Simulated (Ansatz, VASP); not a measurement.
**One calculation of ScF3, two programs**

```xyz
4
Lattice="3.9582 0.0000 0.0000 0.0000 3.9582 0.0000 0.0000 0.0000 3.9582" Properties=species:S:1:pos:R:3 pbc="T T T"
Sc    0.0000    0.0000    0.0000
F     1.9791    0.0000    0.0000
F     0.0000    1.9791    0.0000
F     0.0000    0.0000    1.9791
```

Change from the starting cell: volume scaled by 0.96, crystal datasets.

Alike in both runs: task electric field gradients; functional LDA; k mesh 6 × 6 × 6; occupations fermi-dirac, width 0.02 eV; no spin polarisation.

|  | VASP | Ansatz |
| --- | --- | --- |
| version | VASP 6.6.1 | Ansatz 0.2.0 |
| potentials or method | VASP PAW LDA potentials, release 64 (Sc_sv, F), cutoff 520 eV | all-electron PAW with datasets made for the crystal, scalar-relativistic |

Ansatz gave:

- gap on the k mesh at the Fermi level (eV): 6.42
- pressure (GPa): 1.3
- size of Vzz on the site where it differs most (V/Å²): 50.7

Problem. Estimate VASP's values.

Solution. gap on the k mesh at the Fermi level (eV): 6.39; pressure (GPa): 2.0; size of Vzz on the site where it differs most (V/Å²): 49.1.

LDA's correlation is that of Perdew and Zunger in VASP and of Perdew and Wang (1992) in Ansatz. Ansatz ran all-electron here, and VASP with PAW potentials.
